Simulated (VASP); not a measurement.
Wanted: the native input for a VASP 6.6.1 run.

- Task: single point
- Functional: PBE
- Potentials or basis: VASP PAW PBE potentials, release 64 (Sc_sv, B, Pt)
- Cutoff: 520 eV
- k mesh: 8 × 8 × 8
- Occupations: fermi-dirac, width 0.1 eV
- Spin: no spin polarisation
- Dipole correction: no
- Further INCAR settings: ALGO = Normal; EDIFF = 1e-06; NBANDS = 30

The structure of ScBPt3 lies in POSCAR:

```
ScBPt3
1.0
    4.2195344400      0.0000000000      0.0000000000
    0.0000000000      4.2195344400      0.0000000000
    0.0000000000      0.0000000000      4.3486950311
Sc B Pt
1 1 3
Direct
    0.0000000000      0.0000000000      0.0000000000
    0.5000000000      0.5000000000      0.5000000000
    0.0000000000      0.5000000000      0.5000000000
    0.5000000000      0.5000000000      0.0000000000
    0.5000000000      0.0000000000      0.5000000000
```

One way to write it, as run:

INCAR

```
ALGO = Normal ; EDIFF = 1E-6
ENCUT = 520 ; GGA = PE
ISIF = 2 ; ISMEAR = -1
LASPH = True ; LCHARG = True
LELF = True ; LREAL = False
LVHAR = True ; LWAVE = False
NBANDS = 30 ; NELM = 100
PREC = Accurate ; SIGMA = 0.1
```

KPOINTS

```
k-points
0
Gamma
  8 8 8
```

Potentials or basis: VASP PAW PBE potentials, release 64 (Sc_sv, B, Pt).

Command:

```sh
$ cat potpaw_PBE.64/Sc_sv/POTCAR potpaw_PBE.64/B/POTCAR potpaw_PBE.64/Pt/POTCAR > POTCAR
$ mpirun -np 1 vasp_std > vasp.out
```

Results of the run:

```
Pressure               : -0.8 GPa
Band gap on the k mesh : zero (bands 22 and 23 overlap by 1.29 eV)
```

Caveat: spin-orbit coupling is left out, which moves the levels of the heavy elements.

Wall time 51 s on 1 thread of Intel(R) Xeon(R) 6975P-C (Granite Rapids) (shared host), peak memory 0.29 GiB.
